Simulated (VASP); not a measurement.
A run of VASP 6.6.1 is set up as follows.

INCAR

```
PREC = Accurate
ENCUT = 520
EDIFF = 1E-6
ISMEAR = 0
SIGMA = 0.15
LREAL = F
LASPH = T
NELM = 100
ALGO = Fast
ISIF = 2
LWAVE = F
LCHARG = F
GGA = PS
NBANDS = 14
```

File KPOINTS:

```
regular mesh
0
Gamma
  14 14 14
```

File POSCAR:

```
TiAl
1.0
    3.2719030624      0.0000000000      0.0000000000
    0.0000000000      3.3874154113      0.0000000000
    0.0000000000      0.0000000000      3.1560751060
Ti Al
1 1
Direct
    0.0000000000      0.0000000000      0.0000000000
    0.5000000000      0.5000000000      0.5000000000
```

Potentials or basis: VASP PAW PBE potentials, release 64 (Ti_sv, Al).

Command:

```bash
$ cat potpaw_PBE.64/Ti_sv/POTCAR potpaw_PBE.64/Al/POTCAR > POTCAR
$ mpirun -np 1 vasp_std > vasp.out
```

Task: Estimate the pressure.

Result: -10.1 GPa.

Stress tensor (GPa, compression positive):
```
-11.03   0.00   0.00
  0.00  -7.71   0.00
  0.00   0.00 -11.41
```

Caveat: the cell differs from its parent crystal (normal strain along x +0.0367, normal strain along y +0.0733); the PAW data sets were made with another functional, which shifts forces and pressure a little.
